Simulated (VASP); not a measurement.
# K (Im-3m) in VASP: notebook

The runs below take K through single point, with PBEsol.

All numbers are computed with VASP 6.6.1; they aren't measurements. Logs are shortened: lines on timing, memory, paths and dates and some standing lists are left out, and cuts for length are marked.

**1. The cell of the first run**

It takes space group Im-3m (No. 229, cubic). The conventional cell has a = 5.395 Å, b = 5.395 Å, c = 5.395 Å, α = 90.00°, β = 90.00°, γ = 90.00°.

**2. Single point, PBEsol**

File INCAR:

```
PREC = Accurate ; ENCUT = 520
EDIFF = 1E-7 ; ISMEAR = -1
SIGMA = 0.05 ; LREAL = False
LASPH = True ; NELM = 100
ALGO = Normal ; ISIF = 2
LWAVE = False ; LCHARG = False
GGA = PS ; NBANDS = 10
```

File KPOINTS:

```
regular mesh
0
Gamma
  7 7 7
```

File POSCAR:

```
K
1.0
   -2.6975585167      2.6975585167      2.6975585167
    2.6975585167     -2.6975585167      2.6975585167
    2.6975585167      2.6975585167     -2.6975585167
K
1
Direct
    0.0000000000      0.0000000000      0.0000000000
```

Potentials or basis: VASP PAW PBE potentials, release 64 (K_sv).

Run with:

```sh
$ cat potpaw_PBE.64/K_sv/POTCAR > POTCAR
$ mpirun -np 1 vasp_std > vasp.out
```

OUTCAR:

```text
PREC = Accurate
   ENCUT = 520
   EDIFF = 1E-7
   ISMEAR = -1
   LREAL = False
   LASPH = True
   NELM = 100
   ISIF = 2
   GGA = PS

 ion  position               nearest neighbor table
   1  0.000  0.000  0.000-

  LATTYP: Found a body centered cubic cell.
 ALAT       =     5.3951170334

  Lattice vectors:

 A1 = (  -2.6975585167,   2.6975585167,   2.6975585167)
 A2 = (   2.6975585167,  -2.6975585167,   2.6975585167)
 A3 = (   2.6975585167,   2.6975585167,  -2.6975585167)

Analysis of symmetry for initial positions (statically):
=====================================================================
 Subroutine PRICEL returns:
 Original cell was already a primitive cell.

 Routine SETGRP: Setting up the symmetry group for a
 body centered cubic supercell.

 Subroutine GETGRP returns: Found 48 space group operations
 (whereof 48 operations were pure point group operations)
 out of a pool of 48 trial point group operations.

The static configuration has the point symmetry O_h .

Analysis of symmetry for dynamics (positions and initial velocities):
=====================================================================
 Subroutine PRICEL returns:
 Original cell was already a primitive cell.

 Routine SETGRP: Setting up the symmetry group for a
 body centered cubic supercell.

 Subroutine GETGRP returns: Found 48 space group operations
 (whereof 48 operations were pure point group operations)
 out of a pool of 48 trial point group operations.

The dynamic configuration has the point symmetry O_h .

 Subroutine INISYM returns: Found 48 space group operations
 (whereof 48 operations are pure point group operations),
 and found     1 'primitive' translations

----------------------------------------------------------------------------------------

                                     Primitive cell

  volume of cell :      78.5186

  direct lattice vectors                    reciprocal lattice vectors
    -2.697558517  2.697558517  2.697558517     0.000000000  0.185352791  0.185352791
     2.697558517 -2.697558517  2.697558517     0.185352791  0.000000000  0.185352791
     2.697558517  2.697558517 -2.697558517     0.185352791  0.185352791  0.000000000

  length of vectors
     4.672308407  4.672308407  4.672308407     0.262128431  0.262128431  0.262128431

  position of ions in fractional coordinates (direct lattice)
     0.000000000  0.000000000  0.000000000

  ion indices of the primitive-cell ions
   primitive index   ion index
                 1           1

----------------------------------------------------------------------------------------

 KPOINTS: regular mesh

Automatic generation of k-mesh.
 Grid dimensions read from file:
 generate k-points for:    7    7    7

 Generating k-lattice:

  Cartesian coordinates                     Fractional coordinates (reciprocal lattice)
     0.000000000  0.026478970  0.026478970     0.142857143  0.000000000  0.000000000
     0.026478970  0.000000000  0.026478970     0.000000000  0.142857143  0.000000000
     0.026478970  0.026478970  0.000000000     0.000000000  0.000000000  0.142857143

  Length of vectors
     0.037446919  0.037446919  0.037446919

  Shift w.r.t. Gamma in fractional coordinates (k-lattice)
     0.000000000  0.000000000  0.000000000

 Subroutine IBZKPT returns following result:
 ===========================================

 Found     20 irreducible k-points:

 Following reciprocal coordinates:
            Coordinates               Weight
  0.000000  0.000000  0.000000      1.000000
  0.142857  0.000000  0.000000     12.000000
  0.285714  0.000000  0.000000     12.000000
  0.428571  0.000000  0.000000     12.000000
  0.142857  0.142857  0.000000     24.000000
  0.285714  0.142857 -0.000000     48.000000
[... 12 lines left out ...]
 -0.428571 -0.428571  0.285714      8.000000
 -0.428571  0.428571  0.428571      6.000000
   k-points           NKPTS =     20   k-points in BZ     NKDIM =     20   number of bands    NBANDS=     10
   number of dos      NEDOS =    301   number of ions     NIONS =      1
   total plane-waves  NPLWV =  46656
   dimension x,y,z NGX =    36 NGY =   36 NGZ =   36
   dimension x,y,z NGXF=    72 NGYF=   72 NGZF=   72
   ions per type =               1
   NGX,Y,Z   is equivalent  to a cutoff of  12.81, 12.81, 12.81 a.u.
   NGXF,Y,Z  is equivalent  to a cutoff of  25.62, 25.62, 25.62 a.u.
 SYSTEM =  unknown system
   PREC   = accura    normal or accurate (medium, high low for compatibility)
   ISTART =      0    job   : 0-new  1-cont  2-samecut
   ICHARG =      2    charge: 1-file 2-atom 10-const
   ISPIN  =      1    spin polarized calculation?
   LNONCOLLINEAR =      F non collinear calculations
   LSORBIT =      F    spin-orbit coupling
   LASPH  =      T    aspherical Exc in radial PAW
   ENCUT  =  520.0 eV  38.22 Ry    6.18 a.u.   8.69  8.69  8.69*2*pi/ulx,y,z
   NELM   =    100;   NELMIN=  2; NELMDL= -5     # of ELM steps
   EDIFF  = 0.1E-06   stopping-criterion for ELM
   LREAL  =      F    real-space projection
   EDIFFG = 0.1E-05   stopping-criterion for IOM
   NSW    =      0    number of steps for IOM
   IBRION =     -1    ionic relax: 0-MD 1-quasi-New 2-CG
   NFREE  =      0    steps in history (QN), initial steepest desc. (CG)
   ISIF   =      2    stress and relaxation
   ISYM   =      2    0-nonsym 1-usesym 2-fastsym
   POTIM  = 0.5000    time-step for ionic-motion
   TEBEG  =    0.0;   TEEND  =   0.0 temperature during run
   PSTRESS=    0.0 pullay stress
   NELECT =       9.0000    total number of electrons
   NUPDOWN=      -1.0000    fix difference up-down
   EMIN   =  10.00;   EMAX   =-10.00  energy-range for DOS
   EFERMI =   0.00;   METHOD = LEGACY
   ISMEAR =    -1;   SIGMA  =   0.05  broadening in eV -4-tet -1-fermi 0-gaus
   EFERMI_NEDOS =   21; number of points for ismear=-14 and -15
   IALGO  =     38    algorithm
   IMIX   =      4    mixing-type and parameters
     AMIX     =   0.40;   BMIX     =  1.00
     AMIX_MAG =   1.60;   BMIX_MAG =  1.00
  volume/ion in A,a.u.               =      78.52       529.87
  Fermi-wavevector in a.u.,A,eV,Ry     =   0.795240  1.502785  8.604411  0.632406
  Thomas-Fermi vector in A             =   1.901529
   LORBIT       =      0    0 simple, 1 ext, 2 COOP (PROOUT), +10 PAW based schemes
   GGA     = PS    functional components
   LHFCALC =     F    Hartree Fock is set to
   AEXX    =    0.0000 exact exchange contribution
   IVDW    =     0    specifies the selected vdW correction
   LEPSILON=     F    determine dielectric tensor
   LRPA    =     F    only Hartree local field effects (RPA)
 non-spin polarized calculation
  energy-cutoff  :      520.00
  volume of cell :       78.52
 maximum number of plane-waves:      2128
   NGX = 17   NGY = 17   NGZ = 17

 number of electron       8.9999999 magnetization

 Free energy of the ion-electron system (eV)
  ---------------------------------------------------
  ext. energy  EPLUGINS =         0.00000000
  ---------------------------------------------------
  free energy    TOTEN  =        -1.13034117 eV

  energy without entropy =       -1.12317346  energy(sigma->0) =       -1.12675731

 E-fermi :  -0.3083     XC(G=0):  -5.5365

 val. band max:       -0.3744100269   @ k =  -0.2857   0.4286   0.1429
 cond. band min:      -0.1795030772   @ k =  -0.4286   0.4286   0.1429
 fundamental gap:      0.1949069497
 Fermi energy:        -0.3082736426

 k-point     1 :       0.0000    0.0000    0.0000
  band No.  band energies     occupation
      1     -32.3396      2.00000
      2     -15.8531      2.00000
      3     -15.8531      2.00000
      4     -15.8531      2.00000
      5      -2.3666      2.00000
      6       3.9298      0.00000
      7       3.9298      0.00000
      8       3.9298      0.00000
      9       4.8093      0.00000
     10       4.8093      0.00000

 k-point     2 :       0.1429    0.0000    0.0000
  band No.  band energies     occupation
      1     -32.3390      2.00000
      2     -15.8634      2.00000
      3     -15.8566      2.00000
      4     -15.8531      2.00000
      5      -2.1273      2.00000
      6       3.4786      0.00000
      7       3.6432      0.00000
      8       4.1139      0.00000
      9       4.5713      0.00000
     10       4.7552      0.00000

 k-point     3 :       0.2857    0.0000    0.0000
  band No.  band energies     occupation
      1     -32.3377      2.00000
      2     -15.8864      2.00000
      3     -15.8644      2.00000
      4     -15.8530      2.00000
      5      -1.4375      2.00000
      6       2.2573      0.00000
      7       3.1687      0.00000
      8       4.6419      0.00000
      9       4.6497      0.00000
     10       4.7793      0.00000

 k-point     4 :       0.4286    0.0000    0.0000
  band No.  band energies     occupation
      1     -32.3367      2.00000
      2     -15.9045      2.00000
      3     -15.8707      2.00000
      4     -15.8530      2.00000
      5      -0.3843      1.64141
      6       0.9189      0.00000
      7       2.8768      0.00000
      8       4.4878      0.00000
      9       5.0846      0.00000
     10       5.4785      0.00000
[... 170 lines left out ...]
 k-point    18 :      -0.4286    0.4286    0.2857
  band No.  band energies     occupation
      1     -32.3352      2.00000
      2     -15.8962      2.00000
      3     -15.8835      2.00000
      4     -15.8776      2.00000
      5       0.3706      0.00000
      6       1.4437      0.00000
      7       2.7809      0.00000
      8       2.9597      0.00000
      9       3.9714      0.00000
     10       5.5980      0.00000

 k-point    19 :      -0.4286   -0.4286    0.2857
  band No.  band energies     occupation
      1     -32.3348      2.00000
      2     -15.8931      2.00000
      3     -15.8931      2.00000
      4     -15.8794      2.00000
      5       1.1438      0.00000
      6       1.1438      0.00000
      7       2.0869      0.00000
      8       3.5797      0.00000
      9       3.5797      0.00000
     10       5.3330      0.00000

 k-point    20 :      -0.4286    0.4286    0.4286
  band No.  band energies     occupation
      1     -32.3344      2.00000
      2     -15.8922      2.00000
      3     -15.8905      2.00000
      4     -15.8905      2.00000
      5       1.0653      0.00000
      6       1.4996      0.00000
      7       2.9894      0.00000
      8       2.9894      0.00000
      9       3.0197      0.00000
     10       5.3557      0.00000

------------------------ aborting loop because EDIFF is reached ----------------------------------------

  FORCE on cell =-STRESS in cart. coord.  units (eV):
  Direction    XX          YY          ZZ          XY          YZ          ZX
  --------------------------------------------------------------------------------------
  -------------------------------------------------------------------------------------
  Total       -0.1593643     -0.1593643     -0.1593643     -0.0000000      0.0000000     -0.0000000
  in kB       -3.2518388     -3.2518388     -3.2518388     -0.0000000      0.0000000     -0.0000000
  external PRESSURE =      -3.2518388 kB  Pullay stress =       0.0000000 kB

 VOLUME and BASIS-vectors are now :
 -----------------------------------------------------------------------------
  energy-cutoff  :      520.00
  volume of cell :       78.52
      direct lattice vectors                 reciprocal lattice vectors
    -2.697558517  2.697558517  2.697558517     0.000000000  0.185352791  0.185352791
     2.697558517 -2.697558517  2.697558517     0.185352791  0.000000000  0.185352791
     2.697558517  2.697558517 -2.697558517     0.185352791  0.185352791  0.000000000

 POSITION                                       TOTAL-FORCE (eV/Angst)
 -----------------------------------------------------------------------------------
      0.00000      0.00000      0.00000         0.000000     -0.000000     -0.000000
 -----------------------------------------------------------------------------------
    total drift:                               -0.000000      0.000000      0.000000

  FREE ENERGIE OF THE ION-ELECTRON SYSTEM (eV)
  ---------------------------------------------------
  free  energy   TOTEN  =        -1.1303411664 eV

  energy  without entropy=       -1.1231734625  energy(sigma->0) =       -1.12675731
```

Run time: 6 s. Hardware: 1 thread of Intel Xeon 6975P-C (Granite Rapids), shared host; peak memory 0.19 GiB.

What came out:

```
Free energy : -1.1303 eV
Pressure    : -0.3 GPa
```

Caveat: the PAW data sets were made with another functional, which shifts forces and pressure a little.

**3. Single point, PBEsol**

This run uses another cell than the first one, of 80.09 Å³/atom, 1.020 times its volume.

File INCAR:

```
SYSTEM = K
  PREC = Accurate
  ENCUT = 520
  EDIFF = 1E-6
  ISMEAR = -1
  SIGMA = 0.05
  LREAL = .FALSE.
  LASPH = .TRUE.
  NELM = 80
  ALGO = Normal
  ISIF = 2
  LWAVE = .FALSE.
  LCHARG = .FALSE.
  GGA = PS
  NBANDS = 10
```

File KPOINTS:

```
regular mesh
0
G
  7 7 7
  0 0 0
```

File POSCAR:

```
K
1.0
   -2.7154236633      2.7154236633      2.7154236633
    2.7154236633     -2.7154236633      2.7154236633
    2.7154236633      2.7154236633     -2.7154236633
K
1
Direct
    0.0000000000      0.0000000000      0.0000000000
```

Potentials or basis: VASP PAW PBE potentials, release 64 (K_sv).

Run with:

```sh
$ cat potpaw_PBE.64/K_sv/POTCAR > POTCAR
$ mpirun -np 1 vasp_std > vasp.out
```

Run time: 5.2 s. Hardware: 1 thread of Intel Xeon 6975P-C (Granite Rapids), shared host; peak memory 0.19 GiB.

The run converged. Its results:

```
Free energy : -1.1270 eV
Pressure    : -0.4 GPa
```

Levels at points of the mesh, in eV from the Fermi level:
```csv
k point,band 1,band 2,band 3,band 4,band 5,band 6,band 7,band 8,band 9,band 10
"(0.00, 0.00, 0.00)",-32.05,-15.56,-15.56,-15.56,-2.03,4.22,4.22,4.22,5.08,5.08
```

Caveat: the PAW data sets were made with another functional, which shifts forces and pressure a little.
